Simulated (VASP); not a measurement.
# NiO2 (P-3m1) in VASP: notebook

Runs on NiO2. Level: LDA. Tasks: single point.

Program: VASP 6.6.1. These are calculated values, not measurements. Logs are shortened: lines on timing, memory, paths and dates and some standing lists are left out, and cuts for length are marked.

### 1 The cell of the first run

The structure is trigonal, space group P-3m1 (No. 164). Conventional cell: a = 2.653 Å, b = 2.653 Å, c = 4.563 Å, α = 90.00°, β = 90.00°, γ = 120.00°. Within 2.5 Å of Ni (site symmetry -3m) lie 6 O at 1.92 Å. Within 2.5 Å of O (site symmetry 3m) lie 3 Ni at 1.92 Å.

### 2 Single point, LDA (c/a of the conventional cell at fixed volume 1.7203)

File INCAR:

```
PREC = Accurate
ENCUT = 520
EDIFF = 1E-7
ISMEAR = 0
SIGMA = 0.05
LREAL = False
LASPH = True
NELM = 60
ALGO = Normal
ISIF = 2
LWAVE = False
LCHARG = False
NBANDS = 18
```

File KPOINTS:

```
Automatic mesh
0
Gamma
  12 12 6
```

File POSCAR:

```
NiO2
1.0
    2.6525108924      0.0000000000      0.0000000000
   -1.3262554462      2.2971418167      0.0000000000
    0.0000000000      0.0000000000      4.5631144882
Ni O
1 2
Direct
    0.0000000000      0.0000000000      0.5000000000
    0.6666666667      0.3333333333      0.7542852723
    0.3333333333      0.6666666667      0.2457147277
```

Potentials or basis: VASP PAW LDA potentials, release 64 (Ni, O).

The run is started by

```console
$ cat potpaw_LDA.64/Ni/POTCAR potpaw_LDA.64/O/POTCAR > POTCAR
$ mpirun -np 1 vasp_std > vasp.out
```

OUTCAR:

```text
PREC = Accurate
   ENCUT = 520
   EDIFF = 1E-7
   ISMEAR = 0
   LREAL = False
   LASPH = True
   NELM = 60
   ISIF = 2

 ion  position               nearest neighbor table
   1  0.000  0.000  0.500-   2 1.92   3 1.92   2 1.92   3 1.92   2 1.92   3 1.92
   2  0.667  0.333  0.754-   1 1.92   1 1.92   1 1.92
   3  0.333  0.667  0.246-   1 1.92   1 1.92   1 1.92

  LATTYP: Found a hexagonal cell.
 ALAT       =     2.6525108924
 C/A-ratio  =     1.7203000000

  Lattice vectors:

 A1 = (   2.6525108924,   0.0000000000,   0.0000000000)
 A2 = (  -1.3262554462,   2.2971418167,   0.0000000000)
 A3 = (   0.0000000000,   0.0000000000,   4.5631144882)

Analysis of symmetry for initial positions (statically):
=====================================================================
 Subroutine PRICEL returns:
 Original cell was already a primitive cell.

 Routine SETGRP: Setting up the symmetry group for a
 hexagonal supercell.

 Subroutine GETGRP returns: Found 12 space group operations
 (whereof 12 operations were pure point group operations)
 out of a pool of 24 trial point group operations.

The static configuration has the point symmetry D_3d.

Analysis of symmetry for dynamics (positions and initial velocities):
=====================================================================
 Subroutine PRICEL returns:
 Original cell was already a primitive cell.

 Routine SETGRP: Setting up the symmetry group for a
 hexagonal supercell.

 Subroutine GETGRP returns: Found 12 space group operations
 (whereof 12 operations were pure point group operations)
 out of a pool of 24 trial point group operations.

The dynamic configuration has the point symmetry D_3d.

 Subroutine INISYM returns: Found 12 space group operations
 (whereof 12 operations are pure point group operations),
 and found     1 'primitive' translations

----------------------------------------------------------------------------------------

                                     Primitive cell

  volume of cell :      27.8039

  direct lattice vectors                    reciprocal lattice vectors
     2.652510892  0.000000000  0.000000000     0.377001279  0.217661790  0.000000000
    -1.326255446  2.297141817  0.000000000     0.000000000  0.435323580  0.000000000
     0.000000000  0.000000000  4.563114488     0.000000000  0.000000000  0.219148567

  length of vectors
     2.652510892  2.652510892  4.563114488     0.435323580  0.435323580  0.219148567

  position of ions in fractional coordinates (direct lattice)
     0.000000000  0.000000000  0.500000000
     0.666666667  0.333333333  0.754285272
     0.333333333  0.666666667  0.245714728

  ion indices of the primitive-cell ions
   primitive index   ion index
                 1           1
                 2           2
                 3           3

----------------------------------------------------------------------------------------

 KPOINTS: Automatic mesh

Automatic generation of k-mesh.
 Grid dimensions read from file:
 generate k-points for:   12   12    6

 Generating k-lattice:

  Cartesian coordinates                     Fractional coordinates (reciprocal lattice)
     0.031416773  0.018138483  0.000000000     0.083333333  0.000000000  0.000000000
     0.000000000  0.036276965  0.000000000     0.000000000  0.083333333  0.000000000
     0.000000000  0.000000000  0.036524761     0.000000000  0.000000000  0.166666667

  Length of vectors
     0.036276965  0.036276965  0.036524761

  Shift w.r.t. Gamma in fractional coordinates (k-lattice)
     0.000000000  0.000000000  0.000000000

 Subroutine IBZKPT returns following result:
 ===========================================

 Found    100 irreducible k-points:

 Following reciprocal coordinates:
            Coordinates               Weight
  0.000000  0.000000  0.000000      1.000000
  0.083333 -0.000000  0.000000      6.000000
  0.166667 -0.000000  0.000000      6.000000
  0.250000 -0.000000  0.000000      6.000000
  0.333333  0.000000  0.000000      6.000000
  0.416667 -0.000000  0.000000      6.000000
[... 16 lines left out ...]
  0.166667 -0.000000  0.166667      6.000000
  0.000000  0.166667  0.166667      6.000000
 [... further k-points ...]
   k-points           NKPTS =    100   k-points in BZ     NKDIM =    100   number of bands    NBANDS=     18
   number of dos      NEDOS =    301   number of ions     NIONS =      3
   total plane-waves  NPLWV =  14400
   dimension x,y,z NGX =    20 NGY =   20 NGZ =   36
   dimension x,y,z NGXF=    40 NGYF=   40 NGZF=   72
   ions per type =               1   2
   NGX,Y,Z   is equivalent  to a cutoff of  12.53, 12.53, 13.12 a.u.
   NGXF,Y,Z  is equivalent  to a cutoff of  25.07, 25.07, 26.23 a.u.
 SYSTEM =  unknown system
   PREC   = accura    normal or accurate (medium, high low for compatibility)
   ISTART =      0    job   : 0-new  1-cont  2-samecut
   ICHARG =      2    charge: 1-file 2-atom 10-const
   ISPIN  =      1    spin polarized calculation?
   LNONCOLLINEAR =      F non collinear calculations
   LSORBIT =      F    spin-orbit coupling
   LASPH  =      T    aspherical Exc in radial PAW
   ENCUT  =  520.0 eV  38.22 Ry    6.18 a.u.   4.93  4.93  8.48*2*pi/ulx,y,z
   NELM   =     60;   NELMIN=  2; NELMDL= -5     # of ELM steps
   EDIFF  = 0.1E-06   stopping-criterion for ELM
   LREAL  =      F    real-space projection
   EDIFFG = 0.1E-05   stopping-criterion for IOM
   NSW    =      0    number of steps for IOM
   IBRION =     -1    ionic relax: 0-MD 1-quasi-New 2-CG
   NFREE  =      0    steps in history (QN), initial steepest desc. (CG)
   ISIF   =      2    stress and relaxation
   ISYM   =      2    0-nonsym 1-usesym 2-fastsym
   POTIM  = 0.5000    time-step for ionic-motion
   TEBEG  =    0.0;   TEEND  =   0.0 temperature during run
   PSTRESS=    0.0 pullay stress
   NELECT =      22.0000    total number of electrons
   NUPDOWN=      -1.0000    fix difference up-down
   EMIN   =  10.00;   EMAX   =-10.00  energy-range for DOS
   EFERMI =   0.00;   METHOD = LEGACY
   ISMEAR =     0;   SIGMA  =   0.05  broadening in eV -4-tet -1-fermi 0-gaus
   EFERMI_NEDOS =   21; number of points for ismear=-14 and -15
   IALGO  =     38    algorithm
   IMIX   =      4    mixing-type and parameters
     AMIX     =   0.40;   BMIX     =  1.00
     AMIX_MAG =   1.60;   BMIX_MAG =  1.00
  volume/ion in A,a.u.               =       9.27        62.54
  Fermi-wavevector in a.u.,A,eV,Ry     =   1.514190  2.861404 31.195034  2.292770
  Thomas-Fermi vector in A             =   2.623880
   LORBIT       =      0    0 simple, 1 ext, 2 COOP (PROOUT), +10 PAW based schemes
   GGA     = CA    functional components
   LHFCALC =     F    Hartree Fock is set to
   AEXX    =    0.0000 exact exchange contribution
   IVDW    =     0    specifies the selected vdW correction
   LEPSILON=     F    determine dielectric tensor
   LRPA    =     F    only Hartree local field effects (RPA)
 non-spin polarized calculation
 Gauss-broadening in eV      SIGMA  =   0.05
  energy-cutoff  :      520.00
  volume of cell :       27.80
 maximum number of plane-waves:       771
   NGX =  9   NGY =  9   NGZ = 17

 number of electron      22.0000007 magnetization

 Free energy of the ion-electron system (eV)
  ---------------------------------------------------
  ext. energy  EPLUGINS =         0.00000000
  ---------------------------------------------------
  free energy    TOTEN  =       -19.40877962 eV

  energy without entropy =      -19.40877962  energy(sigma->0) =      -19.40877962

 E-fermi :   3.9136     XC(G=0): -12.3718

 val. band max:        3.6971173987   @ k =   0.1667  -0.0000   0.5000
 cond. band min:       4.2488765273   @ k =   0.2500  -0.0000   0.3333
 fundamental gap:      0.5517591286
 Fermi energy:         3.9135761398

 k-point     1 :       0.0000    0.0000    0.0000
  band No.  band energies     occupation
      1     -15.4632      2.00000
      2     -13.5347      2.00000
      3      -2.8376      2.00000
      4      -0.7031      2.00000
      5      -0.7031      2.00000
      6       1.6777      2.00000
[... 10 lines left out ...]
     17      25.5067      0.00000
     18      25.5067      0.00000

 k-point     2 :       0.0833   -0.0000    0.0000
  band No.  band energies     occupation
      1     -15.3579      2.00000
      2     -13.5046      2.00000
      3      -2.7010      2.00000
      4      -0.7957      2.00000
      5      -0.6595      2.00000
      6       1.4747      2.00000
[... 10 lines left out ...]
     17      24.2429      0.00000
     18      25.5750      0.00000

 k-point     3 :       0.1667   -0.0000    0.0000
  band No.  band energies     occupation
      1     -15.0570      2.00000
      2     -13.4225      2.00000
      3      -2.3122      2.00000
      4      -1.0008      2.00000
      5      -0.5564      2.00000
      6       0.7271      2.00000
[... 10 lines left out ...]
     17      22.1376      0.00000
     18      25.2464      0.00000

 k-point     4 :       0.2500   -0.0000    0.0000
  band No.  band energies     occupation
      1     -14.6071      2.00000
      2     -13.3141      2.00000
      3      -1.7673      2.00000
      4      -1.1644      2.00000
      5      -0.4742      2.00000
      6      -0.3782      2.00000
[... 375 lines left out ...]
      4      -0.8107      2.00000
      5      -0.6442      2.00000
      6       1.4779      2.00000
[... 10 lines left out ...]
     17      24.2878      0.00000
     18      25.4819      0.00000

 k-point    23 :       0.1667   -0.0000    0.1667
  band No.  band energies     occupation
      1     -14.9908      2.00000
      2     -13.5183      2.00000
      3      -2.1843      2.00000
      4      -0.9567      2.00000
      5      -0.5735      2.00000
      6       0.6558      2.00000
[... 10 lines left out ...]
     17      22.1942      0.00000
     18      25.1330      0.00000

 k-point    24 :       0.0000    0.1667    0.1667
  band No.  band energies     occupation
      1     -14.9839      2.00000
      2     -13.5296      2.00000
      3      -2.1026      2.00000
      4      -1.0435      2.00000
      5      -0.5336      2.00000
      6       0.7654      2.00000
[... 10 lines left out ...]
     17      22.2501      0.00000
     18      24.9221      0.00000

 [... further k-points ...]
[... 5 lines left out ...]
  --------------------------------------------------------------------------------------
  -------------------------------------------------------------------------------------
  Total       -0.4069413     -0.4069413     -7.0928210      0.0000000     -0.0000000      0.0000000
  in kB      -23.4496294    -23.4496294   -408.7175017      0.0000000     -0.0000000      0.0000000
  external PRESSURE =    -151.8722535 kB  Pullay stress =       0.0000000 kB

 VOLUME and BASIS-vectors are now :
 -----------------------------------------------------------------------------
  energy-cutoff  :      520.00
  volume of cell :       27.80
      direct lattice vectors                 reciprocal lattice vectors
     2.652510892  0.000000000  0.000000000     0.377001279  0.217661790  0.000000000
    -1.326255446  2.297141817  0.000000000     0.000000000  0.435323580  0.000000000
     0.000000000  0.000000000  4.563114488     0.000000000  0.000000000  0.219148567

 POSITION                                       TOTAL-FORCE (eV/Angst)
 -----------------------------------------------------------------------------------
      0.00000      0.00000      2.28156        -0.000000      0.000000     -0.000000
      1.32626      0.76571      3.44189         0.000000      0.000000     -3.058155
     -0.00000      1.53143      1.12122        -0.000000      0.000000      3.058155
 -----------------------------------------------------------------------------------
    total drift:                                0.000000     -0.000000      0.000000

  FREE ENERGIE OF THE ION-ELECTRON SYSTEM (eV)
  ---------------------------------------------------
  free  energy   TOTEN  =       -19.4087796247 eV

  energy  without entropy=      -19.4087796247  energy(sigma->0) =      -19.40877962
```

It took 43 s on 1 thread of Intel Xeon Platinum 8375C at 2.90GHz (Ice Lake), shared host; peak memory 0.16 GiB.

Results:

```yaml
Free_energy: -19.4088 eV
Pressure: -15.2 GPa
Largest_force: 3.058 eV/Å
Band_gap_on_the_k_mesh: 0.55 eV, indirect (least direct gap 0.57 eV)
```

Forces on the atoms (eV/Å):
```
Ni   0.000  0.000  0.000
O    0.000  0.000 -3.058
O    0.000  0.000  3.058
```

Stress tensor (GPa, compression positive):
```
 -2.34   0.00   0.00
  0.00  -2.34   0.00
  0.00   0.00 -40.87
```

Caveat: forces of over 1 eV/Å act on the atoms, so gaps and moduli don't describe the material at rest. Spin polarisation is off, so any magnetic state and its effect on volume and gap are missing.

### 3 Single point, LDA (c/a of the conventional cell at fixed volume 1.4565)

File INCAR:

```
  PREC = Accurate
  ENCUT = 520
  EDIFF = 1E-6
  ISMEAR = 0
  SIGMA = 0.05
  LREAL = F
  LASPH = T
  NELM = 60
  ALGO = Normal
  ISIF = 2
  LWAVE = F
  LCHARG = T
  LELF = T
  LVHAR = T
  NBANDS = 18
```

File KPOINTS:

```
regular mesh
0
Gamma
  12 12 6
```

File POSCAR:

```
NiO2
1.0
    2.8038519370      0.0000000000      0.0000000000
   -1.4019259685      2.4282070059      0.0000000000
    0.0000000000      0.0000000000      4.0838103463
Ni O
1 2
Direct
    0.0000000000      0.0000000000      0.5000000000
    0.6666666667      0.3333333333      0.7542852723
    0.3333333333      0.6666666667      0.2457147277
```

Potentials or basis: VASP PAW LDA potentials, release 64 (Ni, O).

The run is started by

```console
$ cat potpaw_LDA.64/Ni/POTCAR potpaw_LDA.64/O/POTCAR > POTCAR
$ mpirun -np 1 vasp_std > vasp.out
```

Run time: 47 s. Hardware: 1 thread of Intel Xeon Platinum 8375C at 2.90GHz (Ice Lake), shared host; peak memory 0.16 GiB.

The run converged. Its results:

```yaml
Free_energy: -19.8292 eV
Pressure: -21.0 GPa
Largest_force: 2.273 eV/Å
Band_gap_on_the_k_mesh: 0.38 eV, indirect (least direct gap 0.48 eV)
```

Forces on the atoms (eV/Å):
```
Ni   0.000  0.000  0.000
O    0.000  0.000 -2.273
O    0.000  0.000  2.273
```

Stress tensor (GPa, compression positive):
```
-19.21   0.00   0.00
  0.00 -19.21   0.00
  0.00   0.00 -24.68
```

Levels at points of the mesh, in eV from the valence-band top:
```csv
k point,band 7,band 8,band 9,band 10,band 11,band 12,band 13,band 14,band 15,band 16
"(0.00, 0.00, 0.00)",-2.15,-1.02,-1.02,-0.92,-0.14,1.50,1.50,7.30,10.56,17.19
"(0.50, 0.00, 0.00)",-3.09,-2.79,-1.84,-1.69,-1.05,1.12,1.73,11.73,12.45,14.83
"(0.00, 0.00, 0.50)",-2.17,-2.17,-1.29,-1.29,-0.35,1.75,1.75,9.27,10.22,18.02
"(0.50, 0.00, 0.50)",-2.25,-1.94,-1.69,-1.32,-1.18,1.26,1.31,10.96,12.21,14.96
```

Caveat: forces of over 1 eV/Å act on the atoms, so gaps and moduli don't describe the material at rest. Spin polarisation is off, so any magnetic state and its effect on volume and gap are missing.

[end of part 1 of 2]
